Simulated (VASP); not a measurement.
# C12N in VASP: a series of runs, part 2 of 2

VASP 6.6.1.

### 5 Single point, PBE

The input, INCAR:

```
ALGO = Normal
DIPOL = 0.5 0.5 0.290
EDIFF = 1E-6
ENCUT = 520
GGA = PE
IDIPOL = 3
ISIF = 2
ISMEAR = 0
LASPH = True
LCHARG = False
LDIPOL = True
LREAL = Auto
LWAVE = False
NBANDS = 72
NELM = 100
PREC = Accurate
SIGMA = 0.05
```

The input, KPOINTS:

```
k-points
0
Gamma
  5 5 1
```

The input, POSCAR:

```
C12N
1.0
    5.0509324483      0.0000000000      0.0000000000
    0.0000000000      5.0509324483      0.0000000000
    0.0000000000      0.0000000000     22.3754933530
C N
24 2
Direct
    0.0000000000      0.2500000000      0.1787670080
    0.0000000000      0.7500000000      0.1787670080
    0.5000000000      0.2500000000      0.1787670080
    0.5000000000      0.7500000000      0.1787670080
    0.0000000000      0.0000000000      0.2186716990
    0.0000000000      0.5000000000      0.2186716990
    0.5000000000      0.0000000000      0.2186716990
    0.5000000000      0.5000000000      0.2186716990
    0.2500000000      0.0000000000      0.2585763899
    0.2500000000      0.5000000000      0.2585763899
    0.7500000000      0.0000000000      0.2585763899
    0.7500000000      0.5000000000      0.2585763899
    0.2500000000      0.2500000000      0.2976014419
    0.2500000000      0.7500000000      0.2976014419
    0.7500000000      0.2500000000      0.2976014419
    0.7500000000      0.7500000000      0.2976014419
    0.0000000000      0.2500000000      0.3394883053
    0.0000000000      0.7500000000      0.3394883053
    0.5000000000      0.2500000000      0.3394883053
    0.5000000000      0.7500000000      0.3394883053
    0.0000000000      0.0000000000      0.3743154719
    0.0000000000      0.5000000000      0.3743154719
    0.5000000000      0.0000000000      0.3743154719
    0.5000000000      0.5000000000      0.3743154719
    0.5324164130      0.3750000000      0.4386715948
    0.9675835870      0.3750000000      0.4386715948
```

Potentials or basis: VASP PAW PBE potentials, release 64 (C, N).

Started as:

```bash
cat potpaw_PBE.64/C/POTCAR potpaw_PBE.64/N/POTCAR > POTCAR
mpirun -np 1 vasp_std > vasp.out
```

OUTCAR:

```text
EDIFF = 1E-6
   ENCUT = 520
   GGA = PE
   ISIF = 2
   ISMEAR = 0
   LASPH = True
   LREAL = Auto
   NELM = 100
   PREC = Accurate

 ion  position               nearest neighbor table
   1  0.000  0.250  0.179-   5 1.55   6 1.55
   2  0.000  0.750  0.179-   5 1.55   6 1.55
   3  0.500  0.250  0.179-   7 1.55   8 1.55
   4  0.500  0.750  0.179-   7 1.55   8 1.55
   5  0.000  0.000  0.219-   9 1.55  11 1.55   1 1.55   2 1.55
   6  0.000  0.500  0.219-  10 1.55  12 1.55   1 1.55   2 1.55
   7  0.500  0.000  0.219-   9 1.55  11 1.55   3 1.55   4 1.55
   8  0.500  0.500  0.219-  10 1.55  12 1.55   3 1.55   4 1.55
   9  0.250  0.000  0.259-  13 1.54  14 1.54   5 1.55   7 1.55
  10  0.250  0.500  0.259-  13 1.54  14 1.54   6 1.55   8 1.55
[... 8 lines left out ...]
  19  0.500  0.250  0.339-  23 1.48  24 1.48  13 1.57  15 1.57
  20  0.500  0.750  0.339-  23 1.48  24 1.48  14 1.57  16 1.57
  21  0.000  0.000  0.374-  17 1.48  18 1.48
  22  0.000  0.500  0.374-  17 1.48  18 1.48  26 1.58
  23  0.500  0.000  0.374-  19 1.48  20 1.48
  24  0.500  0.500  0.374-  19 1.48  20 1.48  25 1.58
  25  0.532  0.375  0.439-  24 1.58
  26  0.968  0.375  0.439-  22 1.58

  LATTYP: Found a simple tetragonal cell.
 ALAT       =     5.0509324483
 C/A-ratio  =     4.4299727985

  Lattice vectors:

 A1 = (   5.0509324483,   0.0000000000,   0.0000000000)
 A2 = (   0.0000000000,   5.0509324483,   0.0000000000)
 A3 = (   0.0000000000,   0.0000000000,  22.3754933530)

Analysis of symmetry for initial positions (statically):
=====================================================================
 Subroutine PRICEL returns:
 Original cell was already a primitive cell.

 Routine SETGRP: Setting up the symmetry group for a
 simple tetragonal supercell.

 Subroutine GETGRP returns: Found  2 space group operations
 (whereof  1 operations were pure point group operations)
 out of a pool of 16 trial point group operations.

The static configuration has the point symmetry C_1 .
 The point group associated with its full space group is C_1h.

Analysis of symmetry for dynamics (positions and initial velocities):
=====================================================================
 Subroutine PRICEL returns:
 Original cell was already a primitive cell.

 Routine SETGRP: Setting up the symmetry group for a
 simple tetragonal supercell.

 Subroutine GETGRP returns: Found  2 space group operations
 (whereof  1 operations were pure point group operations)
 out of a pool of 16 trial point group operations.

The dynamic configuration has the point symmetry C_1 .
 The point group associated with its full space group is C_1h.

 Subroutine INISYM returns: Found  2 space group operations
 (whereof  1 operations are pure point group operations),
 and found     1 'primitive' translations

----------------------------------------------------------------------------------------

                                     Primitive cell

  volume of cell :     570.8418

  direct lattice vectors                    reciprocal lattice vectors
     5.050932448  0.000000000  0.000000000     0.197983246  0.000000000  0.000000000
     0.000000000  5.050932448  0.000000000     0.000000000  0.197983246  0.000000000
     0.000000000  0.000000000 22.375493353     0.000000000  0.000000000  0.044691752

  length of vectors
[... 97 lines left out ...]
   number of dos      NEDOS =    301   number of ions     NIONS =     26
   total plane-waves  NPLWV = 268800
   dimension x,y,z NGX =    40 NGY =   40 NGZ =  168
   dimension x,y,z NGXF=    80 NGYF=   80 NGZF=  336
   ions per type =              24   2
   NGX,Y,Z   is equivalent  to a cutoff of  13.17, 13.17, 12.48 a.u.
   NGXF,Y,Z  is equivalent  to a cutoff of  26.33, 26.33, 24.96 a.u.
 SYSTEM =  unknown system
   PREC   = accura    normal or accurate (medium, high low for compatibility)
   ISTART =      0    job   : 0-new  1-cont  2-samecut
   ICHARG =      2    charge: 1-file 2-atom 10-const
   ISPIN  =      1    spin polarized calculation?
   LNONCOLLINEAR =      F non collinear calculations
   LSORBIT =      F    spin-orbit coupling
   LASPH  =      T    aspherical Exc in radial PAW
   ENCUT  =  520.0 eV  38.22 Ry    6.18 a.u.   9.39  9.39 41.60*2*pi/ulx,y,z
   NELM   =    100;   NELMIN=  2; NELMDL= -5     # of ELM steps
   EDIFF  = 0.1E-05   stopping-criterion for ELM
   LREAL  =      T    real-space projection
   EDIFFG = 0.1E-04   stopping-criterion for IOM
   NSW    =      0    number of steps for IOM
[... 5 lines left out ...]
   TEBEG  =    0.0;   TEEND  =   0.0 temperature during run
   PSTRESS=    0.0 pullay stress
   NELECT =     106.0000    total number of electrons
   NUPDOWN=      -1.0000    fix difference up-down
   EMIN   =  10.00;   EMAX   =-10.00  energy-range for DOS
   EFERMI =   0.00;   METHOD = LEGACY
   ISMEAR =     0;   SIGMA  =   0.05  broadening in eV -4-tet -1-fermi 0-gaus
   EFERMI_NEDOS =   21; number of points for ismear=-14 and -15
   IALGO  =     38    algorithm
   IMIX   =      4    mixing-type and parameters
     AMIX     =   0.40;   BMIX     =  1.00
     AMIX_MAG =   1.60;   BMIX_MAG =  1.00
  volume/ion in A,a.u.               =      21.96       148.16
  Fermi-wavevector in a.u.,A,eV,Ry     =   0.933981  1.764969 11.868650  0.872321
  Thomas-Fermi vector in A             =   2.060739
   LORBIT       =      0    0 simple, 1 ext, 2 COOP (PROOUT), +10 PAW based schemes
   GGA     = PE    functional components
   LHFCALC =     F    Hartree Fock is set to
   AEXX    =    0.0000 exact exchange contribution
   IVDW    =     0    specifies the selected vdW correction
   LEPSILON=     F    determine dielectric tensor
   LRPA    =     F    only Hartree local field effects (RPA)
 non-spin polarized calculation
 Gauss-broadening in eV      SIGMA  =   0.05
  energy-cutoff  :      520.00
  volume of cell :      570.84
 maximum number of plane-waves:     15407
 NGX is ok and might be reduce to    40
   NGX = 19   NGY = 19   NGZ = 83

 dipolmoment           0.000000      0.000000      0.196295 electrons x Angstroem

 number of electron     106.0000009 magnetization

 dipolmoment           0.000000      0.000000     -0.032395 electrons x Angstroem

 Free energy of the ion-electron system (eV)
  ---------------------------------------------------
  ext. energy  EPLUGINS =         0.00000000
  ---------------------------------------------------
  free energy    TOTEN  =      -204.26199807 eV

  energy without entropy =     -204.24495878  energy(sigma->0) =     -204.25347842

 E-fermi :  -2.8495     XC(G=0):  -4.4961

 val. band max:       -2.8698645061   @ k =   0.2000   0.2000   0.0000
 cond. band min:      -2.8162394847   @ k =   0.4000   0.0000   0.0000
 fundamental gap:      0.0536250214
 Fermi energy:        -2.8495314731

 k-point     1 :       0.0000    0.0000    0.0000
  band No.  band energies     occupation
      1     -23.8447      2.00000
      2     -21.3591      2.00000
      3     -19.7598      2.00000
      4     -19.7101      2.00000
      5     -19.6261      2.00000
      6     -19.4668      2.00000
[... 601 lines left out ...]
     64       3.2377      0.00000
     65       3.9747      0.00000
 [bands above 65 left out]

------------------------ aborting loop because EDIFF is reached ----------------------------------------

 vacuum level on the upper side and lower side of the slab       (xc-potential included)        -0.180         0.020

  FORCE on cell =-STRESS in cart. coord.  units (eV):
  Direction    XX          YY          ZZ          XY          YZ          ZX
  --------------------------------------------------------------------------------------
  -------------------------------------------------------------------------------------
  Total      -21.8459241    -12.3056218    -12.2853081      0.0000000      5.5178760      0.0000000
  in kB      -61.3147925    -34.5380969    -34.4810826      0.0000000     15.4869813      0.0000000
  external PRESSURE =     -43.4446574 kB  Pullay stress =       0.0000000 kB

 VOLUME and BASIS-vectors are now :
 -----------------------------------------------------------------------------
  energy-cutoff  :      520.00
  volume of cell :      570.84
      direct lattice vectors                 reciprocal lattice vectors
     5.050932448  0.000000000  0.000000000     0.197983246  0.000000000  0.000000000
     0.000000000  5.050932448  0.000000000     0.000000000  0.197983246  0.000000000
     0.000000000  0.000000000 22.375493353     0.000000000  0.000000000  0.044691752

 POSITION                                       TOTAL-FORCE (eV/Angst)
 -----------------------------------------------------------------------------------
      0.00000      1.26273      4.00000         0.064822      0.000848      2.199465
      0.00000      3.78820      4.00000         0.073114     -0.023323      2.208446
      2.52547      1.26273      4.00000        -0.064822      0.000848      2.199465
      2.52547      3.78820      4.00000        -0.073114     -0.023323      2.208446
      0.00000      0.00000      4.89289        -0.085688     -0.014901     -2.539307
      0.00000      2.52547      4.89289        -0.054335      0.062197     -2.556127
[... 18 lines left out ...]
      2.68920      1.89410      9.81549         1.124288      1.905879     -3.291080
      4.88720      1.89410      9.81549        -1.124288      1.905879     -3.291080
 -----------------------------------------------------------------------------------
    total drift:                                0.000000      0.000499      0.042138

  FREE ENERGIE OF THE ION-ELECTRON SYSTEM (eV)
  ---------------------------------------------------
  free  energy   TOTEN  =      -204.2619980724 eV

  energy  without entropy=     -204.2449587758  energy(sigma->0) =     -204.25347842

 vacuum level on the upper side and lower side of the slab         4.311         4.529
```

Wall time 6.5 min (1 thread of Intel Xeon 6975P-C (Granite Rapids), shared host); peak memory 0.66 GiB.

What came out:

```yaml
Free_energy: -204.2620 eV
Largest_force: 5.535 eV/Å
Band_gap_on_the_k_mesh: zero (filled and empty bands overlap)
```

Forces in eV/Å, atoms in the order of the input:
```
C    0.065  0.001  2.199
C    0.073 -0.023  2.208
C   -0.065  0.001  2.199
C   -0.073 -0.023  2.208
C   -0.086 -0.015 -2.539
C   -0.054  0.062 -2.556
C    0.086 -0.015 -2.539
C    0.054  0.062 -2.556
C    0.000  0.094  0.136
C    0.000 -0.138  0.135
C    0.000  0.073  0.108
C    0.000 -0.123  0.114
C    0.000 -0.083 -0.375
C    0.000 -0.205  0.096
C    0.000  0.054 -0.155
C    0.000 -0.074  0.177
C    0.342 -0.024 -1.769
C   -0.069  0.418  0.981
C   -0.342 -0.024 -1.769
C    0.069  0.418  0.981
C   -0.280  1.873  0.902
C    0.786 -3.997  3.747
C    0.280  1.873  0.902
C   -0.786 -3.997  3.747
N    1.124  1.906 -3.291
N   -1.124  1.906 -3.291
```

Levels at points of the mesh, in eV from the Fermi level:
| k point | band 50 | band 51 | band 52 | band 53 | band 54 | band 55 | band 56 | band 57 |
| --- | --- | --- | --- | --- | --- | --- | --- | --- |
| (0.00, 0.00, 0.00) | -0.92 | -0.75 | -0.30 | -0.24 | 0.15 | 0.37 | 0.52 | 0.89 |

### 6 Summary

| cell | gap on the mesh (eV) | largest force (eV/Å) |
| --- | --- | --- |
| as given, atomic positions A | none | 3.99 |
| as given, atomic positions B | none | 4.93 |
| as given, atomic positions C | none | 5.82 |
| as given, atomic positions D | none | 5.53 |

Alike in all rows: task single point; level PBE; potentials or basis VASP PAW PBE potentials, release 64 (C, N); no spin polarisation; k mesh 5 × 5 × 1; cutoff (eV) 520; smearing gaussian 0.05 eV.

Absolute energies hang on the potentials; compare differences alone.

The gap in the log of VASP goes by the Fermi energy; the results here count the filled bands.